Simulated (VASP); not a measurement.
Input of a VASP 6.6.1 run:

INCAR

```
SYSTEM = WC
ALGO = Normal ; EDIFF = 1E-6
ENCUT = 520 ; GGA_COMPAT = .FALSE.
ISIF = 2 ; ISMEAR = 1
LASPH = .TRUE. ; LCHARG = .FALSE.
LDAU = .TRUE. ; LDAUJ = 0 0
LDAUL = 2 -1 ; LDAUPRINT = 1
LDAUTYPE = 2 ; LDAUU = 3 0
LMAXMIX = 4 ; LORBIT = 11
LORBMOM = .TRUE. ; LREAL = .FALSE.
LSORBIT = .TRUE. ; LWAVE = .FALSE.
MAGMOM = 0 0 0 0 0 0 ; NBANDS = 30
NELM = 150 ; PREC = Accurate
SIGMA = 0.1
```

The input KPOINTS:

```
k-points
0
G
  8 8 8
  0 0 0
```

Contents of POSCAR:

```
WC
1.0
    0.0000000000      2.3021091000      2.3021091000
    2.3021091000      0.0000000000      2.3021091000
    2.3021091000      2.3021091000      0.0000000000
W C
1 1
Direct
    0.0000000000      0.0000000000      0.0000000000
    0.7500000000      0.7500000000      0.7500000000
```

Potentials or basis: VASP PAW LDA potentials, release 64 (W_sv, C).

The run is started by

```bash
$ cat potpaw_LDA.64/W_sv/POTCAR potpaw_LDA.64/C/POTCAR > POTCAR
$ mpirun -np 1 vasp_ncl > vasp.out
```

(1) Estimate the pressure.

(2) Predict the net moment.

## Answers

(1) 13.8 GPa.

(2) 0.00 μB per cell.

Caveat: the U is typed as a test and isn't derived for this compound.
